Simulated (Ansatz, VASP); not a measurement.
## Two plane-wave programs on Ta

Contents of POSCAR:

```
Ta
1.0
   -1.6594999025      1.6594999025      1.6594999025
    1.6594999025     -1.6594999025      1.6594999025
    1.6594999025      1.6594999025     -1.6594999025
Ta
1
Direct
    0.0000000000      0.0000000000      0.0000000000
```

The input INCAR.step1:

```
SYSTEM = Ta
ALGO = Normal ; EDIFF = 1E-4
ENCUT = 520 ; GGA = PE
ISMEAR = 0 ; LASPH = .True.
LCHARG = .False. ; LREAL = .False.
LWAVE = .True. ; NBANDS = 12
NELM = 100 ; PREC = Accurate
SIGMA = 0.1
```

The input INCAR.step2:

```
SYSTEM = Ta
ALGO = Normal ; EDIFF = 1E-6
ENCUT = 520 ; ISIF = 2
ISMEAR = 0 ; ISTART = 1
LASPH = .True. ; LCHARG = .False.
LMIXTAU = .True. ; LREAL = .False.
LWAVE = .False. ; METAGGA = R2SCAN
NBANDS = 12 ; NELM = 100
PREC = Accurate ; SIGMA = 0.1
```

File KPOINTS:

```
k-points
0
Gamma
  24 24 24
  0 0 0
```

Input for Ansatz:

```yaml
crystal:
  lattice:
    - [-1.6594999025, 1.6594999025, 1.6594999025]
    - [1.6594999025, -1.6594999025, 1.6594999025]
    - [1.6594999025, 1.6594999025, -1.6594999025]
  atoms:
    - { symbol: Ta, position: [0.0, 0.0, 0.0] }
basis:
  ecutwfc: 500
kpoints:
  mp_grid: { grid: [24, 24, 24] }
  band_path:
    path:
      - [[0.0, 0.0, 0.0], [0.5, -0.5, 0.5], [0.0, 0.0, 0.5], [0.0, 0.0, 0.0], [0.25, 0.25, 0.25], [0.5, -0.5, 0.5]]
      - [[0.25, 0.25, 0.25], [0.0, 0.0, 0.5]]
    npoints: 14
hamiltonian:
  xc: r2scan
scf:
  occupations: { method: gaussian, width: 0.1 }
  n_extra_bands: 6
output:
  forces: true
  stress: true
  eigenvalues: true
  populations: true
  dos: { projected: true, de: 0.02, nscf_kmesh: { grid: [29, 29, 29] } }
  bader: true
  write_density: true
  write_potential: true
  elf: true
  volumetric_format: npy
```

Alike in both runs: task single point; functional r2SCAN; k mesh 24 × 24 × 24; occupations gaussian, width 0.1 eV; no spin polarisation.

|  | VASP | Ansatz |
| --- | --- | --- |
| version | VASP 6.6.1 | Ansatz 0.2.0 |
| potentials or method | VASP PAW PBE potentials, release 64 (Ta_pv), cutoff 520 eV | scalar-relativistic, plane waves, PAW |
| valence electrons in the cell | 11 | 13 |

Ansatz gave:

| Item | Value |
| --- | --- |
| gap on the k mesh at the Fermi level (eV) | none |
| pressure (GPa) | -2.6 |

Q: Which values does VASP return?

A: gap on the k mesh at the Fermi level (eV): none; pressure (GPa): -1.9.

VASP's potentials were made for PBE, not for r2SCAN. A gap of «none» marks a metal or a gap that the smearing closes. VASP's potentials hold 11 valence electrons a cell and Ansatz's 13, so a difference there can come from the potentials and not from the codes.

Neither program's run includes spin-orbit coupling.
